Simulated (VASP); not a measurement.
Set up this calculation in VASP 6.6.1, as the native input.

```yaml
Task: single point
Functional: PBE
Potentials_or_basis: VASP PAW PBE potentials, release 64 (Sb)
Cutoff: 520 eV
k_mesh: 9 × 9 × 9
Occupations: gaussian, width 0.03 eV
Spin: no spin polarisation
Dipole_correction: no
Further_INCAR_settings: ALGO = Normal; EDIFF = 1e-06; NBANDS = 12
```

The structure of Sb lies in POSCAR:

```
Sb
1.0
    2.1879029667      1.2631863668      3.8431731385
   -2.1879029667      1.2631863668      3.8431731385
    0.0000000000     -2.5263727336      3.8431731385
Sb
2
Direct
    0.2326795448      0.2326795448      0.2326795448
    0.7673204552      0.7673204552      0.7673204552
```

The input as run:

INCAR

```
SYSTEM = Sb
  PREC = Accurate
  ENCUT = 520
  EDIFF = 1E-6
  ISMEAR = 0
  SIGMA = 0.03
  LREAL = .FALSE.
  LASPH = .TRUE.
  NELM = 100
  ALGO = Normal
  ISIF = 2
  LWAVE = .FALSE.
  LCHARG = .TRUE.
  GGA = PE
  LELF = .TRUE.
  LVHAR = .TRUE.
  NBANDS = 12
```

KPOINTS

```
regular mesh
0
G
  9 9 9
  0 0 0
```

Potentials or basis: VASP PAW PBE potentials, release 64 (Sb).

Command:

```bash
$ cat potpaw_PBE.64/Sb/POTCAR > POTCAR
$ mpirun -np 1 vasp_std > vasp.out
```

Results of the run:

- Pressure: 0.1 GPa
- Largest force: 0.027 eV/Å
- Band gap on the k mesh: 0.17 eV, indirect (least direct gap 0.50 eV)

Caveat: spin-orbit coupling is left out, which moves the levels of the heavy elements.

Wall time 36 s on 1 thread of Intel(R) Xeon(R) Platinum 8259CL CPU @ 2.50GHz (Skylake/Cascade Lake) (shared host), peak memory 0.23 GiB.
